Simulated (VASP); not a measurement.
Input of a VASP 6.6.1 run:

File INCAR:

```
SYSTEM = CdS
PREC     = Accurate       ! precision mode
ENCUT    = 520            ! plane-wave cutoff, eV
EDIFF    = 1E-6           ! SCF threshold, eV
ISMEAR   = 0              ! smearing method
SIGMA    = 0.01           ! smearing width, eV
LREAL    = .False.        ! projectors in reciprocal space
LASPH    = .True.         ! aspherical terms in the spheres
NELM     = 60             ! most SCF steps
ALGO     = Normal         ! electronic algorithm
ISIF     = 2              ! what is computed and relaxed
LWAVE    = .False.        ! write WAVECAR
LCHARG   = .False.        ! write CHGCAR
GGA      = PE             ! functional
NBANDS   = 26             ! bands
```

The input KPOINTS:

```
regular mesh
0
Gamma
  6 6 4
  0 0 0
```

The input POSCAR:

```
CdS
1.0
    4.4085296404      0.0000000000      0.0000000000
   -2.2042648202      3.8178986620      0.0000000000
    0.0000000000      0.0000000000      5.7481181855
Cd S
2 2
Direct
    0.3333333333      0.6666666667      0.2500000000
    0.6666666667      0.3333333333      0.7500000000
    0.6666666667      0.3333333333      0.2500000000
    0.3333333333      0.6666666667      0.7500000000
```

Potentials or basis: VASP PAW PBE potentials, release 64 (Cd, S).

Launch:

```console
$ cat potpaw_PBE.64/Cd/POTCAR potpaw_PBE.64/S/POTCAR > POTCAR
$ mpirun -np 1 vasp_std > vasp.out
```

Question: Predict the pressure.

Answer: 1.8 GPa.

Question: What does it give for the band gap on the k mesh?

Answer: 0.99 eV, indirect (least direct gap 1.26 eV).

Stress tensor (GPa, compression positive):
```
1.83 0.00 0.00
0.00 1.83 0.00
0.00 0.00 1.71
```

A k mesh can miss the band edges. Expect the measured gap to be larger: semilocal functionals such as PBE lack the derivative discontinuity.
